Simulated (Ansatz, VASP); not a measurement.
Two plane-wave programs on LiF

File INCAR:

```
SYSTEM = LiF
  PREC = Accurate
  ENCUT = 520
  EDIFF = 1E-6
  ISMEAR = 0
  SIGMA = 0.05
  LREAL = .False.
  LASPH = .True.
  NELM = 80
  ALGO = Normal
  ISIF = 2
  LWAVE = .False.
  LCHARG = .False.
  NBANDS = 18
```

File KPOINTS:

```
regular mesh
0
Gamma
  9 9 6
  0 0 0
```

The input POSCAR:

```
LiF
1.0
    2.9772860081      0.0000000000      0.0000000000
   -1.4886430040      2.5784053173      0.0000000000
    0.0000000000      0.0000000000      4.3623194590
Li F
2 2
Direct
    0.3333333333      0.6666666667      0.3839784076
    0.6666666667      0.3333333333      0.8839784076
    0.3333333333      0.6666666667      0.9910195924
    0.6666666667      0.3333333333      0.4910195924
```

Input for Ansatz:

```yaml
crystal:
  lattice:
    - [2.9772860081, 0.0, 0.0]
    - [-1.488643004, 2.5784053173, 0.0]
    - [0.0, 0.0, 4.362319459]
  atoms:
    - { symbol: Li, position: [0.3333333333, 0.6666666667, 0.3839784076] }
    - { symbol: Li, position: [0.6666666667, 0.3333333333, 0.8839784076] }
    - { symbol: F, position: [0.3333333333, 0.6666666667, 0.9910195924] }
    - { symbol: F, position: [0.6666666667, 0.3333333333, 0.4910195924] }
basis:
  ecutwfc: 520.0
kpoints:
  mp_grid: { grid: [9, 9, 6] }
hamiltonian:
  xc: lda
scf:
  occupations: { method: gaussian, width: 0.05 }
output:
  forces: true
  stress: true
  eigenvalues: true
```

Alike in both runs: task single point; functional LDA; k mesh 9 × 9 × 6; occupations gaussian, width 0.05 eV; no spin polarisation.

```csv
,VASP,Ansatz
version,VASP 6.6.1,Ansatz 0.2.0
potentials or method,"VASP PAW LDA potentials, release 64 (Li_sv, F), cutoff 520 eV","scalar-relativistic, plane waves, PAW"
valence electrons in the cell,20,20
```

```csv
,VASP,Ansatz,Ansatz less VASP
gap on the k mesh at the Fermi level (eV),8.34,8.36,+0.018
least direct gap on the mesh (eV),8.34,8.36,+0.018
rms of the force components (eV/Å),0.243,0.238,-0.0054
```

LDA's correlation is that of Perdew and Zunger in VASP and of Perdew and Wang (1992) in Ansatz. Atom by atom the forces differ by 0.005 eV/Å (rms over components).

Noted on VASP's run: the cutoff is short for stress, so the pressure is rough.
